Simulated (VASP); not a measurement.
# GaSb3 (P-6m2) in VASP: further runs

Runs on GaSb3. Level: PBE. Tasks: relaxation of cell and atoms, single point.

All numbers are computed with VASP 6.6.1; they aren't measurements. Logs are shortened: lines on timing, memory, paths and dates and some standing lists are left out, and cuts for length are marked.

### Step 1. The cell of the first run

The structure is hexagonal, space group P-6m2 (No. 187). Conventional cell: a = 4.755 Å, b = 4.755 Å, c = 5.490 Å, α = 90.00°, β = 90.00°, γ = 120.00°. Ga (site symmetry -6m2) has 5 Sb at 2.75 Å within 3.6 Å. Sb (site symmetry -6m2) has 3 Ga at 2.75 Å within 3.6 Å. Within 3.6 Å of Sb (site symmetry -6m2) lie 3 Sb at 2.75 Å. Within 3.6 Å of Sb (site symmetry -6m2) lie 2 Ga at 2.75 Å and 3 Sb at 2.75 Å.

The cell was built from a structure type or drawn by symmetry, and may not be a known phase.

### Step 2. Relaxation of cell and atoms, PBE

INCAR reads:

```
PREC = Accurate ; ENCUT = 600
EDIFF = 1E-7 ; ISMEAR = 0
SIGMA = 0.1 ; LREAL = False
LASPH = True ; NELM = 80
ALGO = Normal ; ISIF = 3
LWAVE = False ; LCHARG = False
GGA = PE ; IBRION = 2
NSW = 90 ; EDIFFG = -0.04
```

KPOINTS reads:

```
regular mesh
0
Gamma
  6 6 4
```

POSCAR reads:

```
GaSb3
1.0
    4.7552010400      0.0000000000      0.0000000000
   -2.3776005200      4.1181249000      0.0000000000
    0.0000000000      0.0000000000      5.4904404800
Ga Sb
1 3
Direct
    0.6666666700      0.3333333300      0.0000000000
    0.3333333300      0.6666666700      0.0000000000
    0.0000000000      0.0000000000      0.5000000000
    0.6666666700      0.3333333300      0.5000000000
```

Potentials or basis: VASP PAW PBE potentials, release 64 (Ga_d, Sb).

On the command line:

```
cat potpaw_PBE.64/Ga_d/POTCAR potpaw_PBE.64/Sb/POTCAR > POTCAR
mpirun -np 1 vasp_std > vasp.out
```

OUTCAR:

```text
PREC = Accurate
   ENCUT = 600
   EDIFF = 1E-7
   ISMEAR = 0
   LREAL = False
   LASPH = True
   NELM = 80
   ISIF = 3
   GGA = PE
   IBRION = 2
   NSW = 90
   EDIFFG = -0.04

 ion  position               nearest neighbor table
   1  0.667  0.333  0.000-   4 2.75   4 2.75   2 2.75   2 2.75   2 2.75
   2  0.333  0.667  0.000-   1 2.75   1 2.75   1 2.75
   3  0.000  0.000  0.500-   4 2.75   4 2.75   4 2.75
   4  0.667  0.333  0.500-   1 2.75   1 2.75   3 2.75   3 2.75   3 2.75

  LATTYP: Found a hexagonal cell.
 ALAT       =     4.7552010400
 C/A-ratio  =     1.1546179507

  Lattice vectors:

 A1 = (   4.7552010400,   0.0000000000,   0.0000000000)
 A2 = (  -2.3776005200,   4.1181249000,   0.0000000000)
 A3 = (   0.0000000000,   0.0000000000,   5.4904404800)

Analysis of symmetry for initial positions (statically):
=====================================================================
 Subroutine PRICEL returns:
 Original cell was already a primitive cell.

 Routine SETGRP: Setting up the symmetry group for a
 hexagonal supercell.

 Subroutine GETGRP returns: Found 12 space group operations
 (whereof 12 operations were pure point group operations)
 out of a pool of 24 trial point group operations.

The static configuration has the point symmetry D_3h.

Analysis of symmetry for dynamics (positions and initial velocities):
=====================================================================
 Subroutine PRICEL returns:
 Original cell was already a primitive cell.

 Routine SETGRP: Setting up the symmetry group for a
 hexagonal supercell.

 Subroutine GETGRP returns: Found 12 space group operations
 (whereof 12 operations were pure point group operations)
 out of a pool of 24 trial point group operations.

The dynamic configuration has the point symmetry D_3h.

 Subroutine INISYM returns: Found 12 space group operations
 (whereof 12 operations are pure point group operations),
 and found     1 'primitive' translations

----------------------------------------------------------------------------------------

                                     Primitive cell

  volume of cell :     107.5166

  direct lattice vectors                    reciprocal lattice vectors
     4.755201040  0.000000000  0.000000000     0.210296051  0.121414482  0.000000000
    -2.377600520  4.118124900  0.000000000     0.000000000  0.242828963  0.000000000
     0.000000000  0.000000000  5.490440480     0.000000000  0.000000000  0.182134749

  length of vectors
     4.755201040  4.755201039  5.490440480     0.242828963  0.242828963  0.182134749

  position of ions in fractional coordinates (direct lattice)
     0.666666670  0.333333330  0.000000000
     0.333333330  0.666666670  0.000000000
     0.000000000  0.000000000  0.500000000
     0.666666670  0.333333330  0.500000000

  ion indices of the primitive-cell ions
   primitive index   ion index
                 1           1
                 2           2
                 3           3
                 4           4

----------------------------------------------------------------------------------------

 KPOINTS: regular mesh

Automatic generation of k-mesh.
 Grid dimensions read from file:
 generate k-points for:    6    6    4

 Generating k-lattice:

  Cartesian coordinates                     Fractional coordinates (reciprocal lattice)
     0.035049342  0.020235747  0.000000000     0.166666667 -0.000000000  0.000000000
     0.000000000  0.040471494  0.000000000     0.000000000  0.166666667  0.000000000
     0.000000000  0.000000000  0.045533687     0.000000000  0.000000000  0.250000000

  Length of vectors
     0.040471494  0.040471494  0.045533687

  Shift w.r.t. Gamma in fractional coordinates (k-lattice)
     0.000000000  0.000000000  0.000000000

 Subroutine IBZKPT returns following result:
 ===========================================

 Found     21 irreducible k-points:

 Following reciprocal coordinates:
            Coordinates               Weight
  0.000000  0.000000  0.000000      1.000000
  0.166667  0.000000  0.000000      6.000000
  0.333333  0.000000  0.000000      6.000000
  0.500000  0.000000  0.000000      3.000000
  0.166667  0.166667  0.000000      6.000000
  0.333333  0.166667  0.000000     12.000000
[... 13 lines left out ...]
  0.333333  0.166667  0.500000     12.000000
  0.333333  0.333333  0.500000      2.000000
   k-points           NKPTS =     21   k-points in BZ     NKDIM =     21   number of bands    NBANDS=     18
   number of dos      NEDOS =    301   number of ions     NIONS =      4
   total plane-waves  NPLWV =  76800
   dimension x,y,z NGX =    40 NGY =   40 NGZ =   48
   dimension x,y,z NGXF=    80 NGYF=   80 NGZF=   96
   ions per type =               1   3
   NGX,Y,Z   is equivalent  to a cutoff of  13.98, 13.98, 14.53 a.u.
   NGXF,Y,Z  is equivalent  to a cutoff of  27.97, 27.97, 29.07 a.u.
 SYSTEM =  unknown system
   PREC   = accura    normal or accurate (medium, high low for compatibility)
   ISTART =      0    job   : 0-new  1-cont  2-samecut
   ICHARG =      2    charge: 1-file 2-atom 10-const
   ISPIN  =      1    spin polarized calculation?
   LNONCOLLINEAR =      F non collinear calculations
   LSORBIT =      F    spin-orbit coupling
   LASPH  =      T    aspherical Exc in radial PAW
   ENCUT  =  600.0 eV  44.10 Ry    6.64 a.u.   9.50  9.50 10.97*2*pi/ulx,y,z
   NELM   =     80;   NELMIN=  2; NELMDL= -5     # of ELM steps
   EDIFF  = 0.1E-06   stopping-criterion for ELM
   LREAL  =      F    real-space projection
   EDIFFG = -.4E-01   stopping-criterion for IOM
   NSW    =     90    number of steps for IOM
   IBRION =      2    ionic relax: 0-MD 1-quasi-New 2-CG
   NFREE  =      1    steps in history (QN), initial steepest desc. (CG)
   ISIF   =      3    stress and relaxation
   ISYM   =      2    0-nonsym 1-usesym 2-fastsym
   POTIM  = 0.5000    time-step for ionic-motion
   TEBEG  =    0.0;   TEEND  =   0.0 temperature during run
   PSTRESS=    0.0 pullay stress
   NELECT =      28.0000    total number of electrons
   NUPDOWN=      -1.0000    fix difference up-down
   EMIN   =  10.00;   EMAX   =-10.00  energy-range for DOS
   EFERMI =   0.00;   METHOD = LEGACY
   ISMEAR =     0;   SIGMA  =   0.10  broadening in eV -4-tet -1-fermi 0-gaus
   EFERMI_NEDOS =   21; number of points for ismear=-14 and -15
   IALGO  =     38    algorithm
   IMIX   =      4    mixing-type and parameters
     AMIX     =   0.40;   BMIX     =  1.00
     AMIX_MAG =   1.60;   BMIX_MAG =  1.00
  volume/ion in A,a.u.               =      26.88       181.39
  Fermi-wavevector in a.u.,A,eV,Ry     =   1.045448  1.975610 14.870636  1.092961
  Thomas-Fermi vector in A             =   2.180244
   LORBIT       =      0    0 simple, 1 ext, 2 COOP (PROOUT), +10 PAW based schemes
   GGA     = PE    functional components
   LHFCALC =     F    Hartree Fock is set to
   AEXX    =    0.0000 exact exchange contribution
   IVDW    =     0    specifies the selected vdW correction
   LEPSILON=     F    determine dielectric tensor
   LRPA    =     F    only Hartree local field effects (RPA)
 conjugate gradient relaxation of ions
 non-spin polarized calculation
 Gauss-broadening in eV      SIGMA  =   0.10
  energy-cutoff  :      600.00
  volume of cell :      107.52
 maximum number of plane-waves:      3628
 NGX is ok and might be reduce to    40
   NGX = 19   NGY = 19   NGZ = 21

--------------------------------------- Ionic step        1  -------------------------------------------

 number of electron      28.0000000 magnetization

 Free energy of the ion-electron system (eV)
  ---------------------------------------------------
  ext. energy  EPLUGINS =         0.00000000
  ---------------------------------------------------
  free energy    TOTEN  =       -13.64944819 eV

  energy without entropy =      -13.64139207  energy(sigma->0) =      -13.64542013

------------------------ aborting loop because EDIFF is reached ----------------------------------------

  FORCE on cell =-STRESS in cart. coord.  units (eV):
  Direction    XX          YY          ZZ          XY          YZ          ZX
  --------------------------------------------------------------------------------------
  -------------------------------------------------------------------------------------
  Total        7.0248888      7.0248888      2.0495386      0.0000000     -0.0000000      0.0000000
  in kB      104.6825885    104.6825885     30.5415523      0.0000000     -0.0000000      0.0000000
  external PRESSURE =      79.9689098 kB  Pullay stress =       0.0000000 kB
[... 23 lines left out ...]
  energy  without entropy=      -13.6413920670  energy(sigma->0) =      -13.64542013

--------------------------------------- Ionic step        2  -------------------------------------------

 number of electron      27.9999998 magnetization

 E-fermi :   4.9506     XC(G=0):  -9.0328

 val. band max:        4.9474895171   @ k =   0.1667   0.0000   0.0000
 cond. band min:       4.9657439238   @ k =   0.1667   0.0000   0.2500
 fundamental gap:      0.0182544067
 Fermi energy:         4.9505617029

 k-point     1 :       0.0000    0.0000    0.0000
  band No.  band energies     occupation
      1      -9.8908      2.00000
      2      -9.8350      2.00000
      3      -9.8350      2.00000
      4      -9.8239      2.00000
      5      -9.8239      2.00000
      6      -6.5666      2.00000
[... 10 lines left out ...]
     17       6.7970      0.00000
     18       6.7970      0.00000
[... 529 lines left out ...]
  energy  without entropy=      -14.0155272424  energy(sigma->0) =      -14.02354082

--------------------------------------- Ionic step        5  -------------------------------------------

 number of electron      27.9999999 magnetization

 Free energy of the ion-electron system (eV)
  ---------------------------------------------------
  ext. energy  EPLUGINS =         0.00000000
  ---------------------------------------------------
  free energy    TOTEN  =       -14.03189110 eV

  energy without entropy =      -14.01624274  energy(sigma->0) =      -14.02406692

 E-fermi :   5.5086     XC(G=0):  -9.2675

 val. band max:        5.4352616444   @ k =   0.3333   0.1667   0.2500
 cond. band min:       5.5179960362   @ k =   0.1667   0.0000   0.2500
 fundamental gap:      0.0827343917
 Fermi energy:         5.5086365993

 k-point     1 :       0.0000    0.0000    0.0000
  band No.  band energies     occupation
      1      -9.3793      2.00000
      2      -9.3138      2.00000
      3      -9.3138      2.00000
      4      -9.3031      2.00000
      5      -9.3031      2.00000
      6      -6.3734      2.00000
[... 10 lines left out ...]
     17       7.3583      0.00000
     18       7.3583      0.00000
[... 449 lines left out ...]
  FREE ENERGIE OF THE ION-ELECTRON SYSTEM (eV)
  ---------------------------------------------------
  free  energy   TOTEN  =       -14.0318910980 eV

  energy  without entropy=      -14.0162427387  energy(sigma->0) =      -14.02406692

 reached required accuracy - stopping structural energy minimisation
```

Wall time 2 min (1 thread of AMD EPYC 9R45 (Zen 5), shared host); peak memory 0.27 GiB.

What came out:

```yaml
Free_energy: -14.0319 eV
Relaxed_volume: 30.64 Å³/atom
Relaxed_cell: a = 5.029 Å, b = 5.029 Å, c = 5.596 Å, α = 90.00°, β = 90.00°, γ = 120.00°
Space_group_after_relaxing_to_0.1_Å: P-6m2 (No. 187)
Energy_gained_by_relaxing: 95.6 meV/atom
Ionic_steps: 5
Pressure_after_relaxing: 0.0 GPa
Band_gap_on_the_k_mesh: zero (bands 14 and 15 overlap by 1.32 eV)
```

The path:
| step | energy change (eV) | largest force (eV/Å) | pressure (GPa) | volume (Å³) |
| --- | --- | --- | --- | --- |
| 1 | 0.0000 | 0.0000 | 8.00 | 107.52 |
| 2 | -0.3142 | 0.0000 | -2.28 | 129.63 |
| 3 | -0.3821 | 0.0000 | 0.12 | 122.06 |
| 4 | -0.3821 | 0.0000 | 0.01 | 122.36 |
| 5 | -0.3824 | 0.0000 | -0.04 | 122.58 |

Final structure:
```cif
data_structure
_symmetry_space_group_name_H-M 'P 1'
_symmetry_Int_Tables_number 1
_cell_length_a 5.0291
_cell_length_b 5.0291
_cell_length_c 5.5963
_cell_angle_alpha 90.000
_cell_angle_beta 90.000
_cell_angle_gamma 120.000
_cell_volume 122.58
loop_
_atom_site_label
_atom_site_type_symbol
_atom_site_fract_x
_atom_site_fract_y
_atom_site_fract_z
_atom_site_occupancy
Ga1 Ga 0.66667 0.33333 0.00000 1
Sb1 Sb 0.33333 0.66667 0.00000 1
Sb2 Sb 0.00000 0.00000 0.50000 1
Sb3 Sb 0.66667 0.33333 0.50000 1
```

Caveat: spin-orbit coupling is left out, which moves the levels of the heavy elements.

### Step 3. Single point, PBE

This run uses another cell than the first one, of 30.88 Å³/atom.

INCAR reads:

```
PREC = Accurate
ENCUT = 520
EDIFF = 1E-7
ISMEAR = 0
SIGMA = 0.1
LREAL = F
LASPH = T
NELM = 80
ALGO = Normal
ISIF = 2
LWAVE = F
LCHARG = T
GGA = PE
LELF = T
LVHAR = T
NBANDS = 22
```

KPOINTS reads:

```
regular mesh
0
Gamma
  12 12 8
```

POSCAR reads:

```
GaSb3
1.0
    5.0207942497      0.0000000000      0.0000000000
   -2.5103971249      4.3481353674      0.0000000000
    0.0000000000      0.0000000000      5.6579413734
Ga Sb
1 3
Direct
    0.6666666667      0.3333333333      0.0000000000
    0.3333333333      0.6666666667      0.0000000000
    0.0000000000      0.0000000000      0.5000000000
    0.6666666667      0.3333333333      0.5000000000
```

Potentials or basis: VASP PAW PBE potentials, release 64 (Ga_d, Sb).

On the command line:

```
cat potpaw_PBE.64/Ga_d/POTCAR potpaw_PBE.64/Sb/POTCAR > POTCAR
mpirun -np 1 vasp_std > vasp.out
```

It took 2.3 min on 1 thread of AMD EPYC 9R45 (Zen 5), shared host; peak memory 0.38 GiB.

The run converged. Its results:

```
Free energy            : -13.9963 eV
Pressure               : 0.0 GPa
Band gap on the k mesh : zero (bands 14 and 15 overlap by 1.31 eV)
```

Levels at points of the mesh, in eV from the Fermi level:
| k point | band 11 | band 12 | band 13 | band 14 | band 15 | band 16 | band 17 | band 18 |
| --- | --- | --- | --- | --- | --- | --- | --- | --- |
| (0.00, 0.00, 0.00) | -3.04 | -2.52 | -1.50 | -1.50 | 0.59 | 1.62 | 1.88 | 1.88 |
| (0.50, 0.00, 0.00) | -3.29 | -1.49 | -1.35 | -1.18 | 0.37 | 0.42 | 3.52 | 3.98 |
| (0.00, 0.00, 0.50) | -2.84 | -1.30 | -1.30 | -0.76 | -0.56 | 0.89 | 0.89 | 2.19 |
| (0.50, 0.00, 0.50) | -2.51 | -2.15 | -1.82 | 0.72 | 0.97 | 2.91 | 2.96 | 3.71 |

Caveat: spin-orbit coupling is left out, which moves the levels of the heavy elements.

### Step 4. Relaxation of cell and atoms, PBE

This run uses another cell than the first one, of 30.52 Å³/atom.

INCAR reads:

```
SYSTEM = GaSb3
ALGO = Normal
EDIFF = 1E-6
EDIFFG = -0.01
ENCUT = 600
GGA = PE
IBRION = 2
ISIF = 3
ISMEAR = 0
LASPH = .True.
LCHARG = .False.
LREAL = .False.
LWAVE = .False.
NELM = 100
NSW = 100
PREC = Accurate
SIGMA = 0.1
```

KPOINTS reads:

```
k-points
0
Gamma
  12 12 8
  0 0 0
```

POSCAR reads:

```
GaSb3
1.0
    5.0159891925      0.0000000000      0.0000000000
   -2.5079945963      4.3439740659      0.0000000000
    0.0000000000      0.0000000000      5.6034216451
Ga Sb
1 3
Direct
    0.6666666667      0.3333333333      0.0000000000
    0.3333333333      0.6666666667      0.0000000000
    0.0000000000      0.0000000000      0.5000000000
    0.6666666667      0.3333333333      0.5000000000
```

On the command line:

```
cat potpaw_PBE.64/Ga_d/POTCAR potpaw_PBE.64/Sb/POTCAR > POTCAR
mpirun -np 1 vasp_std > vasp.out
```

Run time: 5.5 min. Hardware: 1 thread of AMD EPYC 9R45 (Zen 5), shared host; peak memory 0.43 GiB.

The run converged. Its results:

```yaml
Free_energy: -13.9960 eV
Relaxed_volume: 30.88 Å³/atom
Relaxed_cell: a = 5.023 Å, b = 5.023 Å, c = 5.652 Å, α = 90.00°, β = 90.00°, γ = 120.00°
Space_group_after_relaxing_to_0.1_Å: P-6m2 (No. 187)
Energy_gained_by_relaxing: 0.6 meV/atom
Ionic_steps: 6
Pressure_after_relaxing: 0.0 GPa
Band_gap_on_the_k_mesh: zero (bands 14 and 15 overlap by 1.32 eV)
```

Step by step:
```
step  energy change (eV)  largest force (eV/Å)  pressure (GPa)  volume (Å³)
   1              0.0000                0.0000            0.41       122.09
   2             -0.0018                0.0000           -0.04       123.47
   3             -0.0018                0.0000           -0.05       123.47
   4             -0.0018                0.0000           -0.03       123.43
   5             -0.0021                0.0000           -0.02       123.48
   6             -0.0023                0.0000           -0.01       123.51
```

Final structure:
```yaml
crystal:
  lattice:
    - [5.02334, 0.00000, 0.00000]
    - [-2.51167, 4.35034, 0.00000]
    - [0.00000, 0.00000, 5.65201]
  atoms:
    - { symbol: Ga, position: [0.66667, 0.33333, 0.00000] }
    - { symbol: Sb, position: [0.33333, 0.66667, 0.00000] }
    - { symbol: Sb, position: [0.00000, 0.00000, 0.50000] }
    - { symbol: Sb, position: [0.66667, 0.33333, 0.50000] }
```

Levels at points of the mesh, in eV from the Fermi level:
```tsv
k point	band 10	band 11	band 12	band 13	band 14	band 15	band 16	band 17	band 18
(0.00, 0.00, 0.00)	-3.04	-3.04	-2.52	-1.51	-1.51	0.58	1.62	1.89	1.89
(0.50, 0.00, 0.00)	-4.13	-3.29	-1.49	-1.35	-1.17	0.36	0.42	3.51	3.97
(0.00, 0.00, 0.50)	-2.84	-2.84	-1.30	-1.30	-0.75	-0.56	0.89	0.89	2.19
(0.50, 0.00, 0.50)	-3.68	-2.52	-2.15	-1.82	0.74	0.98	2.92	2.97	3.71
```

Caveat: spin-orbit coupling is left out, which moves the levels of the heavy elements.

### Step 5. Summary

| task | cell | k mesh | cutoff (eV) | gap on the mesh (eV) | pressure (GPa) | relaxed volume (Å³/atom) |
| --- | --- | --- | --- | --- | --- | --- |
| relaxation of cell and atoms | relaxed from a = 4.755, b = 4.755, c = 5.490 Å, angles 90.0, 90.0, 120.0°, 4 atoms | 6 × 6 × 4 | 600 | none | 0.0 | 30.64 |
| single point | a = 5.021, b = 5.021, c = 5.658 Å, angles 90.0, 90.0, 120.0°, 4 atoms | 12 × 12 × 8 | 520 | none | 0.0 | - |
| relaxation of cell and atoms | relaxed from a = 5.016, b = 5.016, c = 5.603 Å, angles 90.0, 90.0, 120.0°, 4 atoms | 12 × 12 × 8 | 600 | none | 0.0 | 30.88 |

Alike in all rows: level PBE; potentials or basis VASP PAW PBE potentials, release 64 (Ga_d, Sb); no spin polarisation; smearing gaussian 0.1 eV.

Caveats: spin-orbit coupling is left out, which moves the levels of the heavy elements.

Absolute energies hang on the potentials; compare differences alone.
